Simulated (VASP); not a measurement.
# K (Fd-3m) in VASP: a series of runs, part 2 of 2

VASP 6.6.1. Earlier steps stand in the parts before.

**5. Relaxation of cell and atoms, PBE**

This run uses another cell than the first one, of 111.32 Å³/atom, 1.273 times its volume.

The input, INCAR:

```
PREC     = Accurate       # precision mode
ENCUT    = 600            # plane-wave cutoff, eV
EDIFF    = 1E-6           # SCF threshold, eV
ISMEAR   = 0              # smearing method
SIGMA    = 0.1            # smearing width, eV
LREAL    = F              # projectors in reciprocal space
LASPH    = T              # aspherical terms in the spheres
NELM     = 60             # most SCF steps
ALGO     = Fast           # electronic algorithm
ISIF     = 3              # what is computed and relaxed
LWAVE    = F              # write WAVECAR
LCHARG   = F              # write CHGCAR
GGA      = PE             # functional
IBRION   = 2              # ionic algorithm
NSW      = 100            # ionic steps
EDIFFG   = -0.01          # ionic threshold
```

The input, KPOINTS:

```
Automatic mesh
0
Gamma
  10 10 10
```

The input, POSCAR:

```
K
1.0
    0.0000000000      4.8104434835      4.8104434835
    4.8104434835      0.0000000000      4.8104434835
    4.8104434835      4.8104434835      0.0000000000
K
2
Direct
    0.5000000000      0.5000000000      0.5000000000
    0.7500000000      0.7500000000      0.7500000000
```

Potentials or basis: VASP PAW PBE potentials, release 64 (K_sv).

The run is started by

```sh
$ cat potpaw_PBE.64/K_sv/POTCAR > POTCAR
$ mpirun -np 1 vasp_std > vasp.out
```

OUTCAR:

```text
PREC = Accurate
   ENCUT = 600
   EDIFF = 1E-6
   ISMEAR = 0
   LREAL = F
   LASPH = T
   NELM = 60
   ISIF = 3
   GGA = PE
   IBRION = 2
   NSW = 100
   EDIFFG = -0.01

 ion  position               nearest neighbor table
   1  0.500  0.500  0.500-
   2  0.750  0.750  0.750-

  LATTYP: Found a face centered cubic cell.
 ALAT       =     9.6208869670

  Lattice vectors:

 A1 = (   0.0000000000,   4.8104434835,   4.8104434835)
 A2 = (   4.8104434835,   0.0000000000,   4.8104434835)
 A3 = (   4.8104434835,   4.8104434835,   0.0000000000)

Analysis of symmetry for initial positions (statically):
=====================================================================
 Subroutine PRICEL returns:
 Original cell was already a primitive cell.

 Routine SETGRP: Setting up the symmetry group for a
 face centered cubic supercell.

 Subroutine GETGRP returns: Found 48 space group operations
 (whereof 24 operations were pure point group operations)
 out of a pool of 48 trial point group operations.

The static configuration has the point symmetry T_d .
 The point group associated with its full space group is O_h .

Analysis of symmetry for dynamics (positions and initial velocities):
=====================================================================
 Subroutine PRICEL returns:
 Original cell was already a primitive cell.

 Routine SETGRP: Setting up the symmetry group for a
 face centered cubic supercell.

 Subroutine GETGRP returns: Found 48 space group operations
 (whereof 24 operations were pure point group operations)
 out of a pool of 48 trial point group operations.

The dynamic configuration has the point symmetry T_d .
 The point group associated with its full space group is O_h .

 Subroutine INISYM returns: Found 48 space group operations
 (whereof 24 operations are pure point group operations),
 and found     1 'primitive' translations

----------------------------------------------------------------------------------------

                                     Primitive cell

  volume of cell :     222.6309

  direct lattice vectors                    reciprocal lattice vectors
     0.000000000  4.810443484  4.810443484    -0.103940521  0.103940521  0.103940521
     4.810443484  0.000000000  4.810443484     0.103940521 -0.103940521  0.103940521
     4.810443484  4.810443484  0.000000000     0.103940521  0.103940521 -0.103940521

  length of vectors
     6.802994415  6.802994415  6.802994415     0.180030263  0.180030263  0.180030263

  position of ions in fractional coordinates (direct lattice)
     0.500000000  0.500000000  0.500000000
     0.750000000  0.750000000  0.750000000

  ion indices of the primitive-cell ions
   primitive index   ion index
                 1           1
                 2           2

----------------------------------------------------------------------------------------

 KPOINTS: Automatic mesh

Automatic generation of k-mesh.
 Grid dimensions read from file:
 generate k-points for:   10   10   10

 Generating k-lattice:

  Cartesian coordinates                     Fractional coordinates (reciprocal lattice)
[... 42 lines left out ...]
   k-points           NKPTS =     47   k-points in BZ     NKDIM =     47   number of bands    NBANDS=     13
   number of dos      NEDOS =    301   number of ions     NIONS =      2
   total plane-waves  NPLWV = 157464
   dimension x,y,z NGX =    54 NGY =   54 NGZ =   54
   dimension x,y,z NGXF=   108 NGYF=  108 NGZF=  108
   ions per type =               2
   NGX,Y,Z   is equivalent  to a cutoff of  13.20, 13.20, 13.20 a.u.
   NGXF,Y,Z  is equivalent  to a cutoff of  26.39, 26.39, 26.39 a.u.
 SYSTEM =  unknown system
   PREC   = accura    normal or accurate (medium, high low for compatibility)
   ISTART =      0    job   : 0-new  1-cont  2-samecut
   ICHARG =      2    charge: 1-file 2-atom 10-const
   ISPIN  =      1    spin polarized calculation?
   LNONCOLLINEAR =      F non collinear calculations
   LSORBIT =      F    spin-orbit coupling
   LASPH  =      T    aspherical Exc in radial PAW
   ENCUT  =  600.0 eV  44.10 Ry    6.64 a.u.  13.59 13.59 13.59*2*pi/ulx,y,z
   NELM   =     60;   NELMIN=  2; NELMDL= -5     # of ELM steps
   EDIFF  = 0.1E-05   stopping-criterion for ELM
   LREAL  =      F    real-space projection
   EDIFFG = -.1E-01   stopping-criterion for IOM
   NSW    =    100    number of steps for IOM
   IBRION =      2    ionic relax: 0-MD 1-quasi-New 2-CG
   NFREE  =      1    steps in history (QN), initial steepest desc. (CG)
   ISIF   =      3    stress and relaxation
   ISYM   =      2    0-nonsym 1-usesym 2-fastsym
   POTIM  = 0.5000    time-step for ionic-motion
   TEBEG  =    0.0;   TEEND  =   0.0 temperature during run
   PSTRESS=    0.0 pullay stress
   NELECT =      18.0000    total number of electrons
   NUPDOWN=      -1.0000    fix difference up-down
   EMIN   =  10.00;   EMAX   =-10.00  energy-range for DOS
   EFERMI =   0.00;   METHOD = LEGACY
   ISMEAR =     0;   SIGMA  =   0.10  broadening in eV -4-tet -1-fermi 0-gaus
   EFERMI_NEDOS =   21; number of points for ismear=-14 and -15
   IALGO  =     68    algorithm
   IMIX   =      4    mixing-type and parameters
     AMIX     =   0.40;   BMIX     =  1.00
     AMIX_MAG =   1.60;   BMIX_MAG =  1.00
  volume/ion in A,a.u.               =     111.32       751.19
  Fermi-wavevector in a.u.,A,eV,Ry     =   0.707898  1.337733  6.818142  0.501119
  Thomas-Fermi vector in A             =   1.794069
   LORBIT       =      0    0 simple, 1 ext, 2 COOP (PROOUT), +10 PAW based schemes
   GGA     = PE    functional components
   LHFCALC =     F    Hartree Fock is set to
   AEXX    =    0.0000 exact exchange contribution
   IVDW    =     0    specifies the selected vdW correction
   LEPSILON=     F    determine dielectric tensor
   LRPA    =     F    only Hartree local field effects (RPA)
 conjugate gradient relaxation of ions
 non-spin polarized calculation
 RMM-DIIS sequential band-by-band and
 Gauss-broadening in eV      SIGMA  =   0.10
  energy-cutoff  :      600.00
  volume of cell :      222.63
 maximum number of plane-waves:      7475
   NGX = 27   NGY = 27   NGZ = 27

 number of electron      18.0000000 magnetization

 Free energy of the ion-electron system (eV)
  ---------------------------------------------------
  ext. energy  EPLUGINS =         0.00000000
  ---------------------------------------------------
  free energy    TOTEN  =        -1.50484734 eV

  energy without entropy =       -1.49725238  energy(sigma->0) =       -1.50104986

 E-fermi :  -0.7945     XC(G=0):  -4.6533

 val. band max:       -0.7991825618   @ k =  -0.4000   0.2000   0.1000
 cond. band min:      -0.7851820051   @ k =   0.5000   0.5000   0.0000
 fundamental gap:      0.0140005567
 Fermi energy:        -0.7944688300

 k-point     1 :       0.0000    0.0000    0.0000
  band No.  band energies     occupation
      1     -33.4098      2.00000
      2     -33.3972      2.00000
      3     -16.9119      2.00000
      4     -16.9119      2.00000
      5     -16.9119      2.00000
      6     -16.8536      2.00000
      7     -16.8536      2.00000
      8     -16.8536      2.00000
      9      -2.4710      2.00000
     10       1.5499      0.00000
     11       1.5522      0.00000
     12       1.5916      0.00000
     13       1.8557      0.00000
[... 354 lines left out ...]
  band No.  band energies     occupation
      1     -33.4063      2.00000
      2     -33.4007      2.00000
      3     -16.9218      2.00000
      4     -16.9213      2.00000
      5     -16.8967      2.00000
      6     -16.8699      2.00000
      7     -16.8444      2.00000
      8     -16.8441      2.00000
      9      -1.5914      2.00000
     10       0.2203      0.00000
     11       0.4019      0.00000
     12       0.7868      0.00000
     13       0.9545      0.00000

 [... further k-points ...]

------------------------ aborting loop because EDIFF is reached ----------------------------------------

  FORCE on cell =-STRESS in cart. coord.  units (eV):
  Direction    XX          YY          ZZ          XY          YZ          ZX
  --------------------------------------------------------------------------------------
  -------------------------------------------------------------------------------------
  Total        0.0092940      0.0092940      0.0092940      0.0000000      0.0000000      0.0000000
  in kB        0.0668850      0.0668850      0.0668850      0.0000000      0.0000000      0.0000000
  external PRESSURE =       0.0668850 kB  Pullay stress =       0.0000000 kB

 VOLUME and BASIS-vectors are now :
 -----------------------------------------------------------------------------
  energy-cutoff  :      600.00
  volume of cell :      222.63
      direct lattice vectors                 reciprocal lattice vectors
     0.000000000  4.810443484  4.810443484    -0.103940521  0.103940521  0.103940521
     4.810443484  0.000000000  4.810443484     0.103940521 -0.103940521  0.103940521
     4.810443484  4.810443484  0.000000000     0.103940521  0.103940521 -0.103940521

 POSITION                                       TOTAL-FORCE (eV/Angst)
 -----------------------------------------------------------------------------------
      4.81044      4.81044      4.81044         0.000000      0.000000     -0.000000
      7.21567      7.21567      7.21567        -0.000000     -0.000000      0.000000
 -----------------------------------------------------------------------------------
    total drift:                                0.000000      0.000000      0.000000

  FREE ENERGIE OF THE ION-ELECTRON SYSTEM (eV)
  ---------------------------------------------------
  free  energy   TOTEN  =        -1.5048473410 eV

  energy  without entropy=       -1.4972523786  energy(sigma->0) =       -1.50104986

 reached required accuracy - stopping structural energy minimisation
```

Wall time 8.4 min (1 thread of AMD EPYC 7R13, shared host); peak memory 0.44 GiB.

What came out:

| Quantity | Value |
| --- | --- |
| Free energy | -1.5048 eV |
| Pressure after relaxing | 0.0 GPa |
| Band gap on the k mesh | zero (band 9 reaches -0.61 eV, above the bottom of band 10 at -0.91 eV) |

Final structure:
```
K
1.0
     0.00000    4.81044    4.81044
     4.81044    0.00000    4.81044
     4.81044    4.81044    0.00000
K
2
Direct
  0.50000 0.50000 0.50000
  0.75000 0.75000 0.75000
```

Caveat: the relaxation stopped at its first step, so nothing moved.

**6. Overview**

```tsv
task	cell	k mesh	cutoff (eV)	gap on the mesh (eV)	pressure (GPa)
single point	a = 6.277 Å, angles 60.0°, 2 atoms	4 × 4 × 4	520	none	0.4
single point	a = 6.803 Å, angles 60.0°, 2 atoms	10 × 10 × 10	520	none	0.0
single point	a = 6.803 Å, angles 60.0°, 2 atoms	12 × 12 × 12	520	none	0.0
relaxation of cell and atoms	relaxed from a = 6.803 Å, angles 60.0°, 2 atoms	10 × 10 × 10	600	none	0.0
```

Alike in all rows: level PBE; potentials or basis VASP PAW PBE potentials, release 64 (K_sv); no spin polarisation; smearing gaussian 0.1 eV.

Caveats: the relaxation stopped at its first step, so nothing moved (some runs).

Absolute energies hang on the potentials; compare differences alone.
